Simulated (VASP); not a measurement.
Write the native input for VASP 6.6.1 that does the following.

```yaml
Task: single point
Functional: PBE
Potentials_or_basis: VASP PAW PBE potentials, release 64 (Pd)
Cutoff: 520 eV
k_mesh: 8 × 8 × 8
Occupations: gaussian, width 0.05 eV
Spin: no spin polarisation
Dipole_correction: no
Further_INCAR_settings: ALGO = Normal; EDIFF = 1e-07; NBANDS = 11
```

The structure of Pd lies in POSCAR:

```
Pd
1.0
    0.0000000000      1.9807844559      1.9807844559
    1.9807844559      0.0000000000      1.9807844559
    1.9807844559      1.9807844559      0.0000000000
Pd
1
Direct
    0.0000000000      0.0000000000      0.0000000000
```

These files were run (other wordings do the same):

INCAR

```
SYSTEM = Pd
ALGO = Normal
EDIFF = 1E-7
ENCUT = 520
GGA = PE
ISIF = 2
ISMEAR = 0
LASPH = .TRUE.
LCHARG = .FALSE.
LREAL = .FALSE.
LWAVE = .FALSE.
NBANDS = 11
NELM = 60
PREC = Accurate
SIGMA = 0.05
```

KPOINTS

```
k-points
0
G
  8 8 8
  0 0 0
```

Potentials or basis: VASP PAW PBE potentials, release 64 (Pd).

Launch:

```console
$ cat potpaw_PBE.64/Pd/POTCAR > POTCAR
$ mpirun -np 1 vasp_std > vasp.out
```

It gave:

```
Pressure               : -1.9 GPa
Band gap on the k mesh : zero (band 5 reaches 9.23 eV, above the bottom of band 6 at 7.77 eV)
```

Run time: 4.7 s on 1 thread of Intel(R) Xeon(R) Platinum 8488C (Sapphire Rapids), with other jobs on the host, peak memory 0.13 GiB.
